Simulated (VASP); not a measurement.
# NaI (Fm-3m) in VASP: single point with PBE

Aim: the single point of NaI with PBE.

All numbers are computed with VASP 6.6.1; they aren't measurements. Logs are shortened: lines on timing, memory, paths and dates and some standing lists are left out, and cuts for length are marked.

### 1 The cell of the first run

The structure is cubic, space group Fm-3m (No. 225). The conventional cell has a = 6.529 Å, b = 6.529 Å, c = 6.529 Å, α = 90.00°, β = 90.00°, γ = 90.00°. Within 4.3 Å of Na (site symmetry m-3m) lie 6 I at 3.26 Å. Within 4.3 Å of I (site symmetry m-3m) lie 6 Na at 3.26 Å.

### 2 Single point, PBE

Contents of POSCAR:

```
NaI
1.0
    0.0000000000      3.2645370669      3.2645370669
    3.2645370669      0.0000000000      3.2645370669
    3.2645370669      3.2645370669      0.0000000000
Na I
1 1
Direct
    0.0000000000      0.0000000000      0.0000000000
    0.5000000000      0.5000000000      0.5000000000
```

Contents of INCAR.step1:

```
  ALGO = Normal
  EDIFF = 1E-7
  ENCUT = 520
  GGA = PE
  ISIF = 2
  ISMEAR = 0
  LASPH = True
  LCHARG = True
  LREAL = False
  LWAVE = False
  NBANDS = 14
  NELM = 60
  PREC = Accurate
  SIGMA = 0.05
```

Contents of KPOINTS.step1:

```
k-points
0
Gamma
  10 10 10
```

Contents of INCAR.step2:

```
  ALGO = Normal
  EDIFF = 1E-7
  ENCUT = 520
  GGA = PE
  ICHARG = 11
  ISIF = 2
  ISMEAR = -5
  LASPH = True
  LCHARG = False
  LORBIT = 11
  LREAL = False
  LWAVE = False
  NEDOS = 1001
  NELM = 60
  PREC = Accurate
  SIGMA = 0.05
```

Contents of KPOINTS.step2:

```
k-points
0
Gamma
  15 15 15
```

Potentials or basis: VASP PAW PBE potentials, release 64 (Na_pv, I).

On the command line:

```bash
cat potpaw_PBE.64/Na_pv/POTCAR potpaw_PBE.64/I/POTCAR > POTCAR
cp INCAR.step1 INCAR
cp KPOINTS.step1 KPOINTS
mpirun -np 1 vasp_std > vasp.out
cp INCAR.step2 INCAR
cp KPOINTS.step2 KPOINTS
mpirun -np 1 vasp_std > vasp.out
```

OUTCAR:

```text
EDIFF = 1E-7
   ENCUT = 520
   GGA = PE
   ICHARG = 11
   ISIF = 2
   ISMEAR = -5
   LASPH = True
   LORBIT = 11
   LREAL = False
   NELM = 60
   PREC = Accurate

 ion  position               nearest neighbor table
   1  0.000  0.000  0.000-
   2  0.500  0.500  0.500-

  LATTYP: Found a face centered cubic cell.
 ALAT       =     6.5290741338

  Lattice vectors:

 A1 = (   0.0000000000,   3.2645370669,   3.2645370669)
 A2 = (   3.2645370669,   0.0000000000,   3.2645370669)
 A3 = (   3.2645370669,   3.2645370669,   0.0000000000)

Analysis of symmetry for initial positions (statically):
=====================================================================
 Subroutine PRICEL returns:
 Original cell was already a primitive cell.

 Routine SETGRP: Setting up the symmetry group for a
 face centered cubic supercell.

 Subroutine GETGRP returns: Found 48 space group operations
 (whereof 48 operations were pure point group operations)
 out of a pool of 48 trial point group operations.

The static configuration has the point symmetry O_h .

Analysis of symmetry for dynamics (positions and initial velocities):
=====================================================================
 Subroutine PRICEL returns:
 Original cell was already a primitive cell.

 Routine SETGRP: Setting up the symmetry group for a
 face centered cubic supercell.

 Subroutine GETGRP returns: Found 48 space group operations
 (whereof 48 operations were pure point group operations)
 out of a pool of 48 trial point group operations.

The dynamic configuration has the point symmetry O_h .

 Subroutine INISYM returns: Found 48 space group operations
 (whereof 48 operations are pure point group operations),
 and found     1 'primitive' translations

----------------------------------------------------------------------------------------

                                     Primitive cell

  volume of cell :      69.5817

  direct lattice vectors                    reciprocal lattice vectors
     0.000000000  3.264537067  3.264537067    -0.153161073  0.153161073  0.153161073
     3.264537067  0.000000000  3.264537067     0.153161073 -0.153161073  0.153161073
     3.264537067  3.264537067  0.000000000     0.153161073  0.153161073 -0.153161073

  length of vectors
     4.616752595  4.616752595  4.616752595     0.265282760  0.265282760  0.265282760

  position of ions in fractional coordinates (direct lattice)
     0.000000000  0.000000000  0.000000000
     0.500000000  0.500000000  0.500000000

  ion indices of the primitive-cell ions
   primitive index   ion index
                 1           1
                 2           2

----------------------------------------------------------------------------------------

 KPOINTS: k-points

Automatic generation of k-mesh.
 Grid dimensions read from file:
 generate k-points for:   15   15   15

 Generating k-lattice:

  Cartesian coordinates                     Fractional coordinates (reciprocal lattice)
    -0.010210738  0.010210738  0.010210738     0.066666667  0.000000000  0.000000000
     0.010210738 -0.010210738  0.010210738     0.000000000  0.066666667  0.000000000
     0.010210738  0.010210738 -0.010210738     0.000000000  0.000000000  0.066666667

  Length of vectors
     0.017685517  0.017685517  0.017685517

  Shift w.r.t. Gamma in fractional coordinates (k-lattice)
     0.000000000  0.000000000  0.000000000

 TETIRR: Found    484 inequivalent tetrahedra from    20250

 Subroutine IBZKPT returns following result:
 ===========================================

 Found    120 irreducible k-points:

 Following reciprocal coordinates:
            Coordinates               Weight
  0.000000  0.000000  0.000000      1.000000
  0.066667  0.000000  0.000000      8.000000
  0.133333  0.000000  0.000000      8.000000
  0.200000  0.000000  0.000000      8.000000
  0.266667  0.000000  0.000000      8.000000
  0.333333  0.000000  0.000000      8.000000
[... 16 lines left out ...]
  0.133333  0.133333  0.000000      6.000000
  0.200000  0.133333  0.000000     24.000000
 [... further k-points ...]
   k-points           NKPTS =    120   k-points in BZ     NKDIM =    120   number of bands    NBANDS=     11
   number of dos      NEDOS =   1001   number of ions     NIONS =      2
   total plane-waves  NPLWV =  46656
   dimension x,y,z NGX =    36 NGY =   36 NGZ =   36
   dimension x,y,z NGXF=    72 NGYF=   72 NGZF=   72
   ions per type =               1   1
   NGX,Y,Z   is equivalent  to a cutoff of  12.96, 12.96, 12.96 a.u.
   NGXF,Y,Z  is equivalent  to a cutoff of  25.93, 25.93, 25.93 a.u.
 SYSTEM =  unknown system
   PREC   = accura    normal or accurate (medium, high low for compatibility)
   ISTART =      0    job   : 0-new  1-cont  2-samecut
   ICHARG =     11    charge: 1-file 2-atom 10-const
   ISPIN  =      1    spin polarized calculation?
   LNONCOLLINEAR =      F non collinear calculations
   LSORBIT =      F    spin-orbit coupling
   LASPH  =      T    aspherical Exc in radial PAW
   ENCUT  =  520.0 eV  38.22 Ry    6.18 a.u.   8.58  8.58  8.58*2*pi/ulx,y,z
   NELM   =     60;   NELMIN=  2; NELMDL=  0     # of ELM steps
   EDIFF  = 0.1E-06   stopping-criterion for ELM
   LREAL  =      F    real-space projection
   EDIFFG = 0.1E-05   stopping-criterion for IOM
   NSW    =      0    number of steps for IOM
   IBRION =     -1    ionic relax: 0-MD 1-quasi-New 2-CG
   NFREE  =      0    steps in history (QN), initial steepest desc. (CG)
   ISIF   =      2    stress and relaxation
   ISYM   =      2    0-nonsym 1-usesym 2-fastsym
   POTIM  = 0.5000    time-step for ionic-motion
   TEBEG  =    0.0;   TEEND  =   0.0 temperature during run
   PSTRESS=    0.0 pullay stress
   NELECT =      14.0000    total number of electrons
   NUPDOWN=      -1.0000    fix difference up-down
   EMIN   =  10.00;   EMAX   =-10.00  energy-range for DOS
   EFERMI =   0.00;   METHOD = LEGACY
   ISMEAR =    -5;   SIGMA  =   0.05  broadening in eV -4-tet -1-fermi 0-gaus
   EFERMI_NEDOS =   21; number of points for ismear=-14 and -15
   IALGO  =     38    algorithm
   IMIX   =      4    mixing-type and parameters
     AMIX     =   0.40;   BMIX     =  1.00
     AMIX_MAG =   1.60;   BMIX_MAG =  1.00
  volume/ion in A,a.u.               =      34.79       234.78
  Fermi-wavevector in a.u.,A,eV,Ry     =   0.959296  1.812806 12.520742  0.920249
  Thomas-Fermi vector in A             =   2.088479
   LORBIT       =     11    0 simple, 1 ext, 2 COOP (PROOUT), +10 PAW based schemes
   GGA     = PE    functional components
   LHFCALC =     F    Hartree Fock is set to
   AEXX    =    0.0000 exact exchange contribution
   IVDW    =     0    specifies the selected vdW correction
   LEPSILON=     F    determine dielectric tensor
   LRPA    =     F    only Hartree local field effects (RPA)
 non-spin polarized calculation
 Fermi weights with tetrahedron method with Bloechl corrections
  energy-cutoff  :      520.00
  volume of cell :       69.58
 maximum number of plane-waves:      1895

 number of electron      13.9999993 magnetization

 Free energy of the ion-electron system (eV)
  ---------------------------------------------------
  ext. energy  EPLUGINS =         0.00000000
  ---------------------------------------------------
  free energy    TOTEN  =        -5.38756286 eV

  energy without entropy =       -5.38756286  energy(sigma->0) =       -5.38756286

 E-fermi :   0.6469     XC(G=0):  -7.6005

 val. band max:        0.6293360838   @ k =   0.0000   0.0000   0.0000
 cond. band min:       4.2025789500   @ k =   0.0000   0.0000   0.0000
 fundamental gap:      3.5732428661
 Fermi energy:         0.6469336931

 k-point     1 :       0.0000    0.0000    0.0000
  band No.  band energies     occupation
      1     -21.8419      2.00000
      2     -21.8419      2.00000
      3     -21.8419      2.00000
      4     -10.3234      2.00000
      5       0.6293      2.00000
      6       0.6293      2.00000
      7       0.6293      2.00000
      8       4.2026      0.00000
      9       8.5575      0.00000
     10       8.5575      0.00000
     11       8.5575      0.00000

 k-point     2 :       0.0667    0.0000    0.0000
  band No.  band energies     occupation
      1     -21.8421      2.00000
      2     -21.8419      2.00000
      3     -21.8419      2.00000
      4     -10.3117      2.00000
      5       0.4877      2.00000
      6       0.6169      2.00000
      7       0.6169      2.00000
      8       4.3663      0.00000
      9       8.4178      0.00000
     10       8.6082      0.00000
     11       8.6082      0.00000

 k-point     3 :       0.1333    0.0000    0.0000
  band No.  band energies     occupation
      1     -21.8427      2.00000
      2     -21.8420      2.00000
      3     -21.8420      2.00000
      4     -10.2783      2.00000
      5       0.1383      2.00000
      6       0.5821      2.00000
      7       0.5821      2.00000
      8       4.7667      0.00000
      9       8.1621      0.00000
     10       8.7129      0.00000
     11       8.7129      0.00000
[... 267 lines left out ...]
 k-point    23 :       0.1333    0.1333    0.0000
  band No.  band energies     occupation
      1     -21.8426      2.00000
      2     -21.8422      2.00000
      3     -21.8422      2.00000
      4     -10.2638      2.00000
      5       0.1325      2.00000
      6       0.4941      2.00000
      7       0.4941      2.00000
      8       4.9575      0.00000
      9       7.8370      0.00000
     10       8.9412      0.00000
     11       8.9463      0.00000

 k-point    24 :       0.2000    0.1333    0.0000
  band No.  band energies     occupation
      1     -21.8431      2.00000
      2     -21.8423      2.00000
      3     -21.8422      2.00000
      4     -10.2270      2.00000
      5      -0.1434      2.00000
      6       0.4294      2.00000
      7       0.4430      2.00000
      8       5.3239      0.00000
      9       7.6167      0.00000
     10       8.5522      0.00000
     11       9.0924      0.00000

 [... further k-points ...]

------------------------ aborting loop because EDIFF is reached ----------------------------------------

  FORCE on cell =-STRESS in cart. coord.  units (eV):
  Direction    XX          YY          ZZ          XY          YZ          ZX
  --------------------------------------------------------------------------------------
  -------------------------------------------------------------------------------------
  Total        0.0051510      0.0051510      0.0051510      0.0000000     -0.0000000      0.0000000
  in kB        0.1186068      0.1186068      0.1186068      0.0000000     -0.0000000      0.0000000
  external PRESSURE =       0.1186068 kB  Pullay stress =       0.0000000 kB

 VOLUME and BASIS-vectors are now :
 -----------------------------------------------------------------------------
  energy-cutoff  :      520.00
  volume of cell :       69.58
      direct lattice vectors                 reciprocal lattice vectors
     0.000000000  3.264537067  3.264537067    -0.153161073  0.153161073  0.153161073
     3.264537067  0.000000000  3.264537067     0.153161073 -0.153161073  0.153161073
     3.264537067  3.264537067  0.000000000     0.153161073  0.153161073 -0.153161073

 POSITION                                       TOTAL-FORCE (eV/Angst)
 -----------------------------------------------------------------------------------
      0.00000      0.00000      0.00000         0.000000      0.000000     -0.000000
      3.26454      3.26454      3.26454         0.000000      0.000000      0.000000
 -----------------------------------------------------------------------------------
    total drift:                                0.000000      0.000000      0.000000

  FREE ENERGIE OF THE ION-ELECTRON SYSTEM (eV)
  ---------------------------------------------------
  free  energy   TOTEN  =        -5.3875628635 eV

  energy  without entropy=       -5.3875628635  energy(sigma->0) =       -5.38756286

 total charge

# of ion       s       p       d       tot
------------------------------------------
    1        0.040   5.970   0.000   6.010
    2        1.494   2.849   0.002   4.345
--------------------------------------------------
tot          1.534   8.819   0.002  10.356
```

Run time: 40 s. Hardware: 1 thread of Intel Xeon 6975P-C (Granite Rapids), shared host; peak memory 0.25 GiB.

What came out:

```yaml
Valence_electrons_inside_the_program's_atomic_spheres: Na 6.01; I 4.34
```

Caveat: spin-orbit coupling is left out, which moves the levels of the heavy elements.
